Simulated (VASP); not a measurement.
# TiO2 (R-3m) in VASP: a series of runs, part 3 of 3

VASP 6.6.1. Earlier steps stand in the parts before.

## Step 6: Single point, PBE+D3(BJ)+U

This run uses another cell than the first one, of 13.59 Å³/atom.

INCAR reads:

```
SYSTEM = TiO2
PREC     = Accurate       ! precision mode
ENCUT    = 520            ! plane-wave cutoff, eV
EDIFF    = 1E-6           ! SCF threshold, eV
ISMEAR   = 0              ! smearing method
SIGMA    = 0.05           ! smearing width, eV
LREAL    = .FALSE.        ! projectors in reciprocal space
LASPH    = .TRUE.         ! aspherical terms in the spheres
NELM     = 150            ! most SCF steps
ALGO     = Normal         ! electronic algorithm
ISIF     = 2              ! what is computed and relaxed
LWAVE    = .FALSE.        ! write WAVECAR
LCHARG   = .FALSE.        ! write CHGCAR
LMAXMIX  = 4              ! l up to which the mixer works
LDAU     = .TRUE.         ! DFT+U
LDAUTYPE = 2            
LDAUL    = 2 -1           ! shell
LDAUU    = 4 0            ! U, eV
LDAUJ    = 0 0          
LDAUPRINT= 1            
GGA      = PE             ! functional
IVDW     = 12             ! dispersion correction
NBANDS   = 19             ! bands
```

KPOINTS reads:

```
regular mesh
0
G
  9 9 9
  0 0 0
```

POSCAR reads:

```
TiO2
1.0
    1.6093500000      0.9291586557      4.5427333333
   -1.6093500000      0.9291586557      4.5427333333
    0.0000000000     -1.8583173115      4.5427333333
Ti O
1 2
Direct
    0.0000000000      0.0000000000      0.0000000000
    0.6017580785      0.6017580785      0.6017580785
    0.3982419215      0.3982419215      0.3982419215
```

Potentials or basis: VASP PAW PBE potentials, release 64 (Ti_sv, O).

Launch:

```sh
$ cat potpaw_PBE.64/Ti_sv/POTCAR potpaw_PBE.64/O/POTCAR > POTCAR
$ mpirun -np 1 vasp_std > vasp.out
```

OUTCAR:

```text
SYSTEM = TiO2
   PREC = Accurate
   ENCUT = 520
   EDIFF = 1E-6
   ISMEAR = 0
   LREAL = .FALSE.
   LASPH = .TRUE.
   NELM = 150
   ISIF = 2
   GGA = PE
   IVDW = 12
 IVDW          = 12

 ion  position               nearest neighbor table
   1  0.000  0.000  0.000-   2 2.06   2 2.06   3 2.06   3 2.06   2 2.06   3 2.06
   2  0.602  0.602  0.602-   1 2.06   1 2.06   1 2.06
   3  0.398  0.398  0.398-   1 2.06   1 2.06   1 2.06

  LATTYP: Found a trigonal (rhomboedric) cell.
 ALAT       =     4.9081329818
 COS(alpha) =     0.7849703430

  Lattice vectors:

 A1 = (   1.6093500000,   0.9291586557,   4.5427333333)
 A2 = (  -1.6093500000,   0.9291586557,   4.5427333333)
 A3 = (   0.0000000000,  -1.8583173115,   4.5427333333)

Analysis of symmetry for initial positions (statically):
=====================================================================
 Subroutine PRICEL returns:
 Original cell was already a primitive cell.

 Routine SETGRP: Setting up the symmetry group for a
 trigonal (rhombohedral) supercell.

 Subroutine GETGRP returns: Found 12 space group operations
 (whereof 12 operations were pure point group operations)
[... 203 lines left out ...]

 E-fermi :   2.8266     XC(G=0):  -9.7703

 val. band max:        2.5106814710   @ k =  -0.2222   0.1111  -0.0000
 cond. band min:       4.8297749233   @ k =  -0.3333   0.3333   0.0000
 fundamental gap:      2.3190934523
 Fermi energy:         2.8266440721

 k-point     1 :       0.0000    0.0000    0.0000
  band No.  band energies     occupation
      1     -55.8762      2.00000
      2     -32.1153      2.00000
      3     -31.8339      2.00000
      4     -31.8339      2.00000
      5     -15.1851      2.00000
      6     -13.2564      2.00000
[... 505 lines left out ...]
      6     -13.7739      2.00000
[... 11 lines left out ...]
     18      12.4602      0.00000
     19      14.3931      0.00000

 [... further k-points ...]

------------------------ aborting loop because EDIFF is reached ----------------------------------------

 Edisp (eV)   -0.54909

 E8    (eV) :    -0.2147

  FORCE on cell =-STRESS in cart. coord.  units (eV):
  Direction    XX          YY          ZZ          XY          YZ          ZX
  --------------------------------------------------------------------------------------
  -------------------------------------------------------------------------------------
  Total      -5.68620    -5.68620     0.55314    -0.00000    -0.00000     0.00000
  in kB    -223.52379  -223.52379    21.74402    -0.00000    -0.00000     0.00000
  external pressure =     -141.77 kB  Pullay stress =        0.00 kB

 VOLUME and BASIS-vectors are now :
 -----------------------------------------------------------------------------
  energy-cutoff  :      520.00
  volume of cell :       40.76
      direct lattice vectors                 reciprocal lattice vectors
     1.609350000  0.929158656  4.542733333     0.310684438  0.179373744  0.073377262
    -1.609350000  0.929158656  4.542733333    -0.310684438  0.179373744  0.073377262
     0.000000000 -1.858317312  4.542733333     0.000000000 -0.358747488  0.073377262

 POSITION                                       TOTAL-FORCE (eV/Angst)
 -----------------------------------------------------------------------------------
      0.00000      0.00000      0.00000        -0.000000      0.000000      0.000000
      0.00000     -0.00000      8.20088         0.000000     -0.000000      0.153677
      0.00000     -0.00000      5.42732         0.000000      0.000000     -0.153677
 -----------------------------------------------------------------------------------
    total drift:                                0.000000      0.000000      0.000000

  FREE ENERGIE OF THE ION-ELECTRON SYSTEM (eV)
  ---------------------------------------------------
  free  energy   TOTEN  =       -23.9784392491 eV

  energy  without entropy=      -23.9784392491  energy(sigma->0) =      -23.97843925
```

It took 4.1 min on 1 thread of Intel Xeon 8259CL, shared host; peak memory 0.28 GiB.

Results:

| Quantity | Value |
| --- | --- |
| Free energy | -23.9784 eV |
| Pressure | -14.2 GPa |
| Largest force | 0.154 eV/Å |
| Band gap on the k mesh | 2.32 eV (least direct gap 2.56 eV) |
| Dispersion energy per atom | -0.183 eV |

Forces on the atoms (eV/Å):
```
Ti   0.000  0.000  0.000
O    0.000  0.000  0.154
O    0.000  0.000 -0.154
```

Stress tensor (GPa, compression positive):
```
-22.35   0.00   0.00
  0.00 -22.35   0.00
  0.00   0.00   2.17
```

Eigenvalues of the final occupation matrices:
| site | spin | trace | eigenvalues |
| --- | --- | --- | --- |
| site 1 d | 1 | 0.75 | 0.08 0.08 0.09 0.25 0.25 |
| site 1 d | 2 | 0.75 | 0.08 0.08 0.09 0.25 0.25 |

Caveat: the stress differs along the axes, from -22 to 2 GPa.

## Step 7: Overview

```tsv
cell	gap on the mesh (eV)	pressure (GPa)	largest force (eV/Å)
a = 4.521 Å, angles 37.9°, 3 atoms	3.10	46.8	3.96
a = 4.835 Å, angles 34.5°, 3 atoms	3.46	46.9	3.58
a = 4.536 Å, angles 38.7°, 3 atoms	2.84	28.7	2.90
a = 4.247 Å, angles 43.5°, 3 atoms	2.10	15.8	1.81
a = 4.908 Å, angles 38.3°, 3 atoms	2.32	-14.2	0.15
```

Alike in all rows: task single point; level PBE+D3(BJ)+U; potentials or basis VASP PAW PBE potentials, release 64 (Ti_sv, O); no spin polarisation; Ti d U = 4.0 eV; k mesh 9 × 9 × 9; cutoff (eV) 520; smearing gaussian 0.05 eV.

Caveats: forces of over 1 eV/Å act on the atoms, so gaps and moduli don't describe the material at rest (at least some runs); the cell stands under pressure (at least some runs); the stress differs along the axes, from 34 to 53 GPa (at least some runs); the stress differs along the axes, from 26 to 34 GPa (at least some runs); the stress differs along the axes, from 4 to 39 GPa (at least some runs); the stress differs along the axes, from -22 to 2 GPa (at least some runs).

Absolute energies hang on the potentials; compare differences alone.
